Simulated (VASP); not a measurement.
A run of VASP 6.6.1 is set up as follows.

INCAR

```
ALGO = Fast
EDIFF = 1E-6
EDIFFG = -0.01
ENCUT = 600
GGA = PE
IBRION = 2
ISIF = 3
ISMEAR = 0
LASPH = T
LCHARG = F
LREAL = F
LWAVE = F
NELM = 100
NSW = 100
PREC = Accurate
SIGMA = 0.1
```

The input KPOINTS:

```
k-points
0
Gamma
  6 6 14
```

Contents of POSCAR:

```
WF2
1.0
    5.8926593052      0.0000000000      0.0000000000
    0.0000000000      5.8926593052      0.0000000000
    0.0000000000      0.0000000000      2.4531993801
W F
2 4
Direct
    0.0000000000      0.0000000000      0.0000000000
    0.5000000000      0.5000000000      0.5000000000
    0.2457756166      0.2457756166      0.0000000000
    0.7542243834      0.7542243834      0.0000000000
    0.7457756166      0.2542243834      0.5000000000
    0.2542243834      0.7457756166      0.5000000000
```

Potentials or basis: VASP PAW PBE potentials, release 64 (W_sv, F).

Launch:

```bash
$ cat potpaw_PBE.64/W_sv/POTCAR potpaw_PBE.64/F/POTCAR > POTCAR
$ mpirun -np 1 vasp_std > vasp.out
```

Problem. Estimate the space group after relaxing (to 0.1 Å).

Solution. P4_2/mnm (No. 136).

Problem. Predict the relaxed cell.

Solution. a = 5.877 Å, b = 5.877 Å, c = 2.482 Å, α = 90.00°, β = 90.00°, γ = 90.00°.

Problem. What does it give for the band gap on the k mesh?

Solution. Zero (bands 28 and 29 overlap by 0.54 eV).

Problem. What does it give for the relaxed volume?

Solution. 14.29 Å³/atom.

Final structure:
```cif
data_structure
_symmetry_space_group_name_H-M 'P 1'
_symmetry_Int_Tables_number 1
_cell_length_a 5.8767
_cell_length_b 5.8767
_cell_length_c 2.4825
_cell_angle_alpha 90.000
_cell_angle_beta 90.000
_cell_angle_gamma 90.000
_cell_volume 85.73
loop_
_atom_site_label
_atom_site_type_symbol
_atom_site_fract_x
_atom_site_fract_y
_atom_site_fract_z
_atom_site_occupancy
W1 W 0.00000 0.00000 0.00000 1
W2 W 0.50000 0.50000 0.50000 1
F1 F 0.24762 0.24762 0.00000 1
F2 F 0.75238 0.75238 0.00000 1
F3 F 0.74762 0.25238 0.50000 1
F4 F 0.25238 0.74762 0.50000 1
```

Caveat: spin-orbit coupling is left out, which moves the levels of the heavy elements.
